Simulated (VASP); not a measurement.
The system is TiSnTe3.

```
Ti Sn Te
1.0
     5.60811    0.00000    0.00000
     0.00000    5.60811    0.00000
     0.00000    0.00000    5.60811
Ti Sn Te
1 1 3
Direct
  0.00000 0.00000 0.00000
  0.50000 0.50000 0.50000
  0.00000 0.50000 0.50000
  0.50000 0.50000 0.00000
  0.50000 0.00000 0.50000
```

The cell was generated, and may not be a known phase.

| Item | Value |
| --- | --- |
| Program | VASP 6.6.1 |
| Task | relaxation of cell and atoms |
| Functional | PBE |
| Potentials or basis | VASP PAW PBE potentials, release 64 (Ti_sv, Sn_d, Te) |
| Cutoff | 500 eV |
| k mesh | 8 × 8 × 8 |
| Occupations | gaussian, width 0.1 eV |
| Spin | collinear spin |
| Starting moments | [2.29, 0.0, -0.14, -0.14, -0.14] μB |

At the start: pressure 0.8 GPa; volume 35.28 Å³/atom.

Q: Where does the relaxation end?

A: Over 3 steps the energy falls by 2.1 meV/atom and the volume is 36.11 Å³/atom (+2.4 %); space group Pm-3m (No. 221, to 0.1 Å) before and after; moment 1.71 μB per cell.

The path:
```tsv
step	energy change (eV)	largest force (eV/Å)	pressure (GPa)	volume (Å³)
1	0.0000	0.0000	0.84	176.38
2	-0.0105	0.0000	-0.11	181.17
3	-0.0107	0.0000	0.00	180.56
```

Final structure:
```yaml
crystal:
  lattice:
    - [5.65208, 0.00000, 0.00000]
    - [0.00000, 5.65208, 0.00000]
    - [0.00000, 0.00000, 5.65208]
  atoms:
    - { symbol: Ti, position: [0.00000, 0.00000, 0.00000] }
    - { symbol: Sn, position: [0.50000, 0.50000, 0.50000] }
    - { symbol: Te, position: [0.00000, 0.50000, 0.50000] }
    - { symbol: Te, position: [0.50000, 0.50000, 0.00000] }
    - { symbol: Te, position: [0.50000, 0.00000, 0.50000] }
```

Caveat: the highest band is partly filled, so the run has too few bands.
